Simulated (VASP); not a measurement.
C, 1 atom in the cell. Symmetry: Im-3m, No. 229, cubic system. Conventional cell: a = 2.375 Å, b = 2.375 Å, c = 2.375 Å, α = 90.00°, β = 90.00°, γ = 90.00°. Within 2.7 Å of C (site symmetry m-3m) lie 14 C at 2.06 to 2.37 Å.  This cell differs from its parent crystal: volume scaled by 1.04.

| Quantity | Value |
| --- | --- |
| Program | VASP 6.6.1 |
| Task | single point |
| Functional | PBEsol |
| Potentials or basis | VASP PAW PBE potentials, release 64 (C) |
| Cutoff | 520 eV |
| k mesh | 21 × 21 × 21 |
| Occupations | fermi-dirac, width 0.1 eV |
| Spin | no spin polarisation |
| Dipole correction | no |
| Further INCAR settings | ALGO = Normal; EDIFF = 1e-06; NBANDS = 8 |

Potentials or basis: VASP PAW PBE potentials, release 64 (C).

Run with:

```bash
$ cat potpaw_PBE.64/C/POTCAR > POTCAR
$ mpirun -np 1 vasp_std > vasp.out
```

Hardware: 1 thread of Intel Xeon 6975P-C, on a shared host.

Question: How long does it take, and how much memory?

Answer: Run time: 4.4 s on 1 thread of Intel Xeon 6975P-C (shared host), peak memory 0.12 GiB. Counts: scf iterations 9, k points 286.
